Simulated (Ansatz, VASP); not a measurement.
H3C in VASP and in Ansatz

```xyz
8
Lattice="7.6781 0.0000 0.0000 -3.8390 6.6494 0.0000 0.0000 0.0000 23.5591" Properties=species:S:1:pos:R:3 pbc="T T T"
C     1.7449    1.4478   14.4438
C     2.0411    2.9438   14.4848
H     2.1572    0.9818   13.5373
H     0.6637    1.2494   14.4471
H     2.1815    0.9246   15.3058
H     3.1221    3.1419   14.4572
H     1.6409    3.4099   15.3957
H     1.5936    3.4663   13.6270
```

Alike in both runs: task single point; functional PBE; dispersion D3(BJ); k mesh 3 × 3 × 1; occupations gaussian, width 0.05 eV; no spin polarisation.

|  | VASP | Ansatz |
| --- | --- | --- |
| version | VASP 6.6.1 | Ansatz 0.2.0 |
| potentials or method | VASP PAW PBE potentials, release 64 (C, H), cutoff 520 eV | scalar-relativistic, plane waves, PAW |
| valence electrons in the cell | 14 | 14 |

|  | VASP | Ansatz | Ansatz less VASP |
| --- | --- | --- | --- |
| gap on the k mesh at the Fermi level (eV) | 7.13 | 7.13 | +0.002 |
| rms of the force components (eV/Å) | 0.027 | 0.027 | +0.0005 |

Atom by atom the forces differ by 0.012 eV/Å (rms over components).
